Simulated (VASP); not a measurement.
# Fe (P6_3/mmc) in VASP: further runs

Runs on Fe. Level: PBE. Tasks: single point, relaxation of cell and atoms.

Everything below comes from runs of VASP 6.6.1. Logs are shortened: lines on timing, memory, paths and dates and some standing lists are left out, and cuts for length are marked.

### 1 The cell of the first run

It takes space group P6_3/mmc (No. 194, hexagonal). Conventional cell: a = 2.460 Å, b = 2.460 Å, c = 3.891 Å, α = 90.00°, β = 90.00°, γ = 120.00°. Within 3.2 Å of Fe (site symmetry -6m2) lie 12 Fe at 2.41 to 2.46 Å.

### 2 Single point, PBE

The input, INCAR:

```
SYSTEM = Fe
ALGO = Fast ; EDIFF = 1E-6
ENCUT = 520 ; GGA = PE
ISIF = 2 ; ISMEAR = 0
LASPH = .TRUE. ; LCHARG = .FALSE.
LREAL = .FALSE. ; LWAVE = .FALSE.
NBANDS = 15 ; NELM = 60
PREC = Accurate ; SIGMA = 0.1
```

The input, KPOINTS:

```
k-points
0
G
  18 18 12
  0 0 0
```

The input, POSCAR:

```
Fe
1.0
    2.4604064099      0.0000000000      0.0000000000
   -1.2302032049      2.1307744546      0.0000000000
    0.0000000000      0.0000000000      3.8906474682
Fe
2
Direct
    0.3333333333      0.6666666667      0.2500000000
    0.6666666667      0.3333333333      0.7500000000
```

Potentials or basis: VASP PAW PBE potentials, release 64 (Fe).

Command:

```bash
$ cat potpaw_PBE.64/Fe/POTCAR > POTCAR
$ mpirun -np 1 vasp_std > vasp.out
```

OUTCAR:

```text
SYSTEM = Fe
   EDIFF = 1E-6
   ENCUT = 520
   GGA = PE
   ISIF = 2
   ISMEAR = 0
   LASPH = .TRUE.
   LREAL = .FALSE.
   NELM = 60
   PREC = Accurate

 ion  position               nearest neighbor table
   1  0.333  0.667  0.250-   2 2.41   2 2.41   2 2.41   2 2.41   2 2.41   2 2.41
   2  0.667  0.333  0.750-   1 2.41   1 2.41   1 2.41   1 2.41   1 2.41   1 2.41

  LATTYP: Found a hexagonal cell.
 ALAT       =     2.4604064099
 C/A-ratio  =     1.5813027687

  Lattice vectors:

 A1 = (   2.4604064099,   0.0000000000,   0.0000000000)
 A2 = (  -1.2302032049,   2.1307744546,   0.0000000000)
 A3 = (   0.0000000000,   0.0000000000,   3.8906474682)

Analysis of symmetry for initial positions (statically):
=====================================================================
 Subroutine PRICEL returns:
 Original cell was already a primitive cell.

 Routine SETGRP: Setting up the symmetry group for a
 hexagonal supercell.

 Subroutine GETGRP returns: Found 24 space group operations
 (whereof 12 operations were pure point group operations)
 out of a pool of 24 trial point group operations.

The static configuration has the point symmetry D_3d.
 The point group associated with its full space group is D_6h.

Analysis of symmetry for dynamics (positions and initial velocities):
=====================================================================
 Subroutine PRICEL returns:
 Original cell was already a primitive cell.

 Routine SETGRP: Setting up the symmetry group for a
 hexagonal supercell.

 Subroutine GETGRP returns: Found 24 space group operations
 (whereof 12 operations were pure point group operations)
 out of a pool of 24 trial point group operations.

The dynamic configuration has the point symmetry D_3d.
 The point group associated with its full space group is D_6h.

 Subroutine INISYM returns: Found 24 space group operations
 (whereof 12 operations are pure point group operations),
 and found     1 'primitive' translations

----------------------------------------------------------------------------------------

                                     Primitive cell

  volume of cell :      20.3970

  direct lattice vectors                    reciprocal lattice vectors
     2.460406410  0.000000000  0.000000000     0.406436919  0.234656464  0.000000000
    -1.230203205  2.130774455  0.000000000     0.000000000  0.469312929  0.000000000
     0.000000000  0.000000000  3.890647468     0.000000000  0.000000000  0.257026628

  length of vectors
     2.460406410  2.460406410  3.890647468     0.469312929  0.469312929  0.257026628
[... 80 lines left out ...]
   NELM   =     60;   NELMIN=  2; NELMDL= -5     # of ELM steps
   EDIFF  = 0.1E-05   stopping-criterion for ELM
   LREAL  =      F    real-space projection
[... 7 lines left out ...]
   TEBEG  =    0.0;   TEEND  =   0.0 temperature during run
   PSTRESS=    0.0 pullay stress
   NELECT =      16.0000    total number of electrons
   NUPDOWN=      -1.0000    fix difference up-down
   EMIN   =  10.00;   EMAX   =-10.00  energy-range for DOS
   EFERMI =   0.00;   METHOD = LEGACY
   ISMEAR =     0;   SIGMA  =   0.10  broadening in eV -4-tet -1-fermi 0-gaus
   EFERMI_NEDOS =   21; number of points for ismear=-14 and -15
   IALGO  =     68    algorithm
   IMIX   =      4    mixing-type and parameters
     AMIX     =   0.40;   BMIX     =  1.00
     AMIX_MAG =   1.60;   BMIX_MAG =  1.00
  volume/ion in A,a.u.               =      10.20        68.82
  Fermi-wavevector in a.u.,A,eV,Ry     =   1.509823  2.853152 31.015379  2.279566
  Thomas-Fermi vector in A             =   2.620094
   LORBIT       =      0    0 simple, 1 ext, 2 COOP (PROOUT), +10 PAW based schemes
   GGA     = PE    functional components
   LHFCALC =     F    Hartree Fock is set to
   AEXX    =    0.0000 exact exchange contribution
   IVDW    =     0    specifies the selected vdW correction
   LEPSILON=     F    determine dielectric tensor
   LRPA    =     F    only Hartree local field effects (RPA)
 non-spin polarized calculation
 RMM-DIIS sequential band-by-band and
 Gauss-broadening in eV      SIGMA  =   0.10
  energy-cutoff  :      520.00
  volume of cell :       20.40
 maximum number of plane-waves:       564
   NGX =  9   NGY =  9   NGZ = 15

 number of electron      16.0000007 magnetization

 Free energy of the ion-electron system (eV)
  ---------------------------------------------------
  ext. energy  EPLUGINS =         0.00000000
  ---------------------------------------------------
  free energy    TOTEN  =       -16.31262202 eV

  energy without entropy =      -16.29886636  energy(sigma->0) =      -16.30574419

 E-fermi :   6.8839     XC(G=0): -13.7875

 val. band max:        6.8679377672   @ k =   0.1111   0.0556   0.3333
 cond. band min:       6.8843130346   @ k =   0.4444   0.1111   0.4167
 fundamental gap:      0.0163752674
 Fermi energy:         6.8839418342

 k-point     1 :       0.0000    0.0000    0.0000
  band No.  band energies     occupation
      1      -2.0131      2.00000
      2       1.9716      2.00000
      3       5.2468      2.00000
      4       5.2468      2.00000
      5       5.3725      2.00000
      6       5.7105      2.00000
      7       5.7105      2.00000
      8       6.0507      2.00000
      9       6.0507      2.00000
     10       7.4351      0.00000
     11       7.6004      0.00000
     12       7.6004      0.00000
     13      15.6555      0.00000
     14      28.7936      0.00000
[... 401 lines left out ...]
      2       2.7138      2.00000
      3       2.8468      2.00000
      4       4.4368      2.00000
      5       4.8871      2.00000
      6       5.3486      2.00000
      7       5.8189      2.00000
      8       7.5593      0.00000
      9       7.7464      0.00000
     10       7.8873      0.00000
     11       9.3899      0.00000
     12      12.9110      0.00000
     13      17.8991      0.00000
     14      18.7848      0.00000
     15      20.4374      0.00000

 [... further k-points ...]
[... 5 lines left out ...]
  --------------------------------------------------------------------------------------
  -------------------------------------------------------------------------------------
  Total       -0.0548232     -0.0548232     -0.0711114     -0.0000000      0.0000000     -0.0000000
  in kB       -4.3063458     -4.3063458     -5.5857744     -0.0000000      0.0000000     -0.0000000
  external PRESSURE =      -4.7328220 kB  Pullay stress =       0.0000000 kB

 VOLUME and BASIS-vectors are now :
 -----------------------------------------------------------------------------
  energy-cutoff  :      520.00
  volume of cell :       20.40
      direct lattice vectors                 reciprocal lattice vectors
     2.460406410  0.000000000  0.000000000     0.406436919  0.234656464  0.000000000
    -1.230203205  2.130774455  0.000000000     0.000000000  0.469312929  0.000000000
     0.000000000  0.000000000  3.890647468     0.000000000  0.000000000  0.257026628

 POSITION                                       TOTAL-FORCE (eV/Angst)
 -----------------------------------------------------------------------------------
     -0.00000      1.42052      0.97266        -0.000000      0.000000      0.000000
      1.23020      0.71026      2.91799         0.000000      0.000000      0.000000
 -----------------------------------------------------------------------------------
    total drift:                               -0.000000     -0.000000     -0.000000

  FREE ENERGIE OF THE ION-ELECTRON SYSTEM (eV)
  ---------------------------------------------------
  free  energy   TOTEN  =       -16.3126220158 eV

  energy  without entropy=      -16.2988663595  energy(sigma->0) =      -16.30574419
```

OSZICAR:

```text
N       E                     dE             d eps       ncg     rms          rms(c)
DAV:   1     0.756120886066E+02    0.75612E+02   -0.72326E+03  7954   0.143E+03
DAV:   2    -0.175631992077E+02   -0.93175E+02   -0.83167E+02  7777   0.243E+02
DAV:   3    -0.194987593659E+02   -0.19356E+01   -0.18653E+01  9366   0.509E+01
DAV:   4    -0.195106418983E+02   -0.11883E-01   -0.11881E-01  9345   0.341E+00
DAV:   5    -0.195107968857E+02   -0.15499E-03   -0.15499E-03  9513   0.381E-01    0.172E+01
RMM:   6    -0.164926867936E+02    0.30181E+01   -0.12252E+01  8504   0.521E+01    0.309E+00
RMM:   7    -0.163486351693E+02    0.14405E+00   -0.10298E+00  8513   0.171E+01    0.152E+00
RMM:   8    -0.163239669933E+02    0.24668E-01   -0.11426E-01  8905   0.237E+00    0.359E-01
RMM:   9    -0.163138094573E+02    0.10158E-01   -0.24600E-02  8575   0.262E+00    0.364E-01
RMM:  10    -0.163127049878E+02    0.11045E-02   -0.81059E-03  8934   0.808E-01    0.128E-01
RMM:  11    -0.163125962608E+02    0.10873E-03   -0.15356E-03  8848   0.612E-01    0.164E-02
RMM:  12    -0.163126259019E+02   -0.29641E-04   -0.31647E-04  8867   0.134E-01    0.253E-02
RMM:  13    -0.163126221799E+02    0.37221E-05   -0.47255E-05  8737   0.107E-01    0.866E-03
RMM:  14    -0.163126220158E+02    0.16404E-06   -0.92569E-06  7627   0.319E-02
   1 F= -.16312622E+02 E0= -.16305744E+02  d E =-.137557E-01
```

Wall time 41 s (1 thread of AMD EPYC 9R45 (Zen 5), shared host); peak memory 0.15 GiB.

What came out:

```yaml
Free_energy: -16.3126 eV
Pressure: -0.5 GPa
Band_gap_on_the_k_mesh: zero (band 8 reaches 7.80 eV, above the bottom of band 9 at 5.89 eV)
```

Levels at points of the mesh, in eV from the Fermi level:
```
           k point  band 4  band 5  band 6  band 7  band 8  band 9  band 10  band 11  band 12  band 13
(0.00, 0.00, 0.00)   -1.64   -1.51   -1.17   -1.17   -0.83   -0.83     0.55     0.72     0.72     8.77
(0.50, 0.00, 0.00)   -2.03   -1.94   -1.51   -1.05    0.82    1.05     1.08     2.69     4.83    11.27
(0.00, 0.00, 0.50)   -2.06   -1.75   -1.75   -1.75   -1.75    0.33     0.33     0.33     0.33    17.16
(0.50, 0.00, 0.50)   -3.13   -0.64   -0.64    0.12    0.12    0.96     0.96     2.49     2.49     9.22
```

Caveat: the run has no spin polarisation, though such a crystal can be magnetic.

### 3 Relaxation of cell and atoms, PBE

The input, INCAR:

```
SYSTEM = Fe
ALGO = Fast ; EDIFF = 1E-6
EDIFFG = -0.01 ; ENCUT = 600
GGA = PE ; IBRION = 2
ISIF = 3 ; ISMEAR = 0
LASPH = .True. ; LCHARG = .False.
LREAL = .False. ; LWAVE = .False.
NELM = 80 ; NSW = 80
PREC = Accurate ; SIGMA = 0.1
```

The input, KPOINTS:

```
k-points
0
Gamma
  18 18 12
  0 0 0
```

The input, POSCAR:

```
Fe
1.0
    2.4587314624      0.0000000000      0.0000000000
   -1.2293657312      2.1293239075      0.0000000000
    0.0000000000      0.0000000000      3.8953859972
Fe
2
Direct
    0.3333333333      0.6666666667      0.2500000000
    0.6666666667      0.3333333333      0.7500000000
```

Potentials or basis: VASP PAW PBE potentials, release 64 (Fe).

Command:

```bash
$ cat potpaw_PBE.64/Fe/POTCAR > POTCAR
$ mpirun -np 1 vasp_std > vasp.out
```

Wall time 76 s (1 thread of AMD EPYC 9R45 (Zen 5), shared host); peak memory 0.17 GiB.

Results (log left out):

| Quantity | Value |
| --- | --- |
| Free energy | -16.3118 eV |
| Relaxed volume | 10.17 Å³/atom |
| Relaxed cell | a = 2.458 Å, b = 2.458 Å, c = 3.888 Å, α = 90.00°, β = 90.00°, γ = 120.00° |
| Space group after relaxing (to 0.05 Å) | P6_3/mmc (No. 194) |
| Energy gained by relaxing | 0.1 meV/atom |
| Ionic steps | 4 |
| Pressure after relaxing | 0.0 GPa |
| Band gap on the k mesh | zero (band 8 reaches 7.84 eV, above the bottom of band 9 at 5.91 eV) |

Stress tensor (GPa, compression positive):
```
 0.07  0.00  0.00
 0.00  0.07  0.00
 0.00  0.00 -0.07
```

The path:
```csv
step,energy change (eV),largest force (eV/Å),pressure (GPa),volume (Å³)
1,0.0000,0.0000,-0.50,20.39
2,-0.0001,0.0000,0.54,20.30
3,-0.0002,0.0000,0.17,20.34
4,-0.0002,0.0000,0.02,20.34
```

Final structure:
```xyz
2
Lattice="2.4580 0.0000 0.0000 -1.2290 2.1287 0.0000 0.0000 0.0000 3.8880" Properties=species:S:1:pos:R:3 pbc="T T T"
Fe    0.0000    1.4191    0.9720
Fe    1.2290    0.7096    2.9160
```

Levels at points of the mesh, in eV from the Fermi level:
| k point | band 5 | band 6 | band 7 | band 8 | band 9 | band 10 | band 11 | band 12 |
| --- | --- | --- | --- | --- | --- | --- | --- | --- |
| (0.00, 0.00, 0.00) | -1.52 | -1.18 | -1.18 | -0.84 | -0.84 | 0.55 | 0.72 | 0.72 |
| (0.50, 0.00, 0.00) | -1.95 | -1.52 | -1.06 | 0.83 | 1.05 | 1.08 | 2.70 | 4.85 |
| (0.00, 0.00, 0.50) | -1.76 | -1.76 | -1.76 | -1.76 | 0.33 | 0.33 | 0.33 | 0.33 |
| (0.50, 0.00, 0.50) | -0.64 | -0.64 | 0.12 | 0.12 | 0.96 | 0.96 | 2.50 | 2.50 |

Caveat: the run has no spin polarisation, though such a crystal can be magnetic. Spin polarisation is off, so any magnetic state and its effect on volume and gap are missing.
